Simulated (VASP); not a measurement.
## Pd: single point with PBEsol

Pd:

```
CELL_PARAMETERS angstrom
0.00000 1.95865 1.95865
1.95865 0.00000 1.95865
1.95865 1.95865 0.00000
ATOMIC_POSITIONS crystal
Pd 0.00000 0.00000 0.00000
```

```json
{
  "Program": "VASP 6.6.1",
  "Task": "single point",
  "Functional": "PBEsol",
  "Potentials or basis": "VASP PAW PBE potentials, release 64 (Pd)",
  "Cutoff": "520 eV",
  "k mesh": "8 × 8 × 8",
  "Occupations": "gaussian, width 0.1 eV",
  "Spin": "no spin polarisation"
}
```

```yaml
Pressure: -5.5 GPa
Band_gap_on_the_k_mesh: zero (band 5 reaches 9.64 eV, above the bottom of band 6 at 8.09 eV)
```

Levels at points of the mesh, in eV from the Fermi level:
```tsv
k point	band 3	band 4	band 5	band 6	band 7	band 8
(0.00, 0.00, 0.00)	-2.84	-2.84	-1.26	-1.26	17.01	21.67
(0.50, 0.00, 0.00)	-2.88	-0.09	-0.09	0.86	7.04	16.36
(0.50, 0.50, 0.00)	-0.11	0.22	0.22	3.15	10.43	12.91
```

Wall time 11 s on 1 thread of AMD EPYC 7R13 Processor (Zen 3) (shared host), peak memory 0.11 GiB.

Caveat: the PAW data sets were made with another functional, which shifts forces and pressure a little.
